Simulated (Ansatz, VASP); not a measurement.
**Two plane-wave programs on ZrB**

The input INCAR:

```
SYSTEM = ZrB
PREC     = Accurate       ! precision mode
ENCUT    = 520            ! plane-wave cutoff, eV
EDIFF    = 1E-6           ! SCF threshold, eV
ISMEAR   = 0              ! smearing method
SIGMA    = 0.15           ! smearing width, eV
LREAL    = .FALSE.        ! projectors in reciprocal space
LASPH    = .TRUE.         ! aspherical terms in the spheres
NELM     = 60             ! most SCF steps
ALGO     = Normal         ! electronic algorithm
ISIF     = 2              ! what is computed and relaxed
LWAVE    = .FALSE.        ! write WAVECAR
LCHARG   = .FALSE.        ! write CHGCAR
NBANDS   = 14             ! bands
```

The input KPOINTS:

```
Automatic mesh
0
G
  16 16 16
  0 0 0
```

File POSCAR:

```
ZrB
1.0
    0.0000000000      2.4153850465      2.2383373226
    2.5281835282      0.0000000000      2.2383373226
    2.5281835282      2.4153850465      0.0000000000
Zr B
1 1
Direct
    0.0000000000      0.0000000000      0.0000000000
    0.5000000000      0.5000000000      0.5000000000
```

Input for Ansatz:

```yaml
crystal:
  lattice:
    - [0.0, 2.4153850465, 2.2383373226]
    - [2.5281835282, 0.0, 2.2383373226]
    - [2.5281835282, 2.4153850465, 0.0]
  atoms:
    - { symbol: Zr, position: [0.0, 0.0, 0.0] }
    - { symbol: B, position: [0.5, 0.5, 0.5] }
basis:
  ecutwfc: 520.0
kpoints:
  mp_grid: { grid: [16, 16, 16] }
hamiltonian:
  xc: lda
scf:
  occupations: { method: gaussian, width: 0.15 }
output:
  forces: true
  stress: true
  eigenvalues: true
```

Change from the starting cell: normal strain along x +0.0467, normal strain along z -0.0733.

Alike in both runs: task single point; functional LDA; k mesh 16 × 16 × 16; occupations gaussian, width 0.15 eV; no spin polarisation.

|  | VASP | Ansatz |
| --- | --- | --- |
| version | VASP 6.6.1 | Ansatz 0.2.0 |
| potentials or method | VASP PAW LDA potentials, release 64 (Zr_sv, B), cutoff 520 eV | scalar-relativistic, plane waves, PAW |
| valence electrons in the cell | 15 | 15 |

VASP gave:

```
gap on the k mesh at the Fermi level (eV)                     : none
pressure (GPa)                                                : 8.7
traceless stress, the component that is largest in VASP (GPa) : 23.57
```

Problem. What did Ansatz give for the same quantities?

Solution. gap on the k mesh at the Fermi level (eV): none; pressure (GPa): 8.3; traceless stress, the component that is largest in VASP (GPa): 23.54.

LDA's correlation is that of Perdew and Zunger in VASP and of Perdew and Wang (1992) in Ansatz. A gap of «none» marks a metal or a gap that the smearing closes.
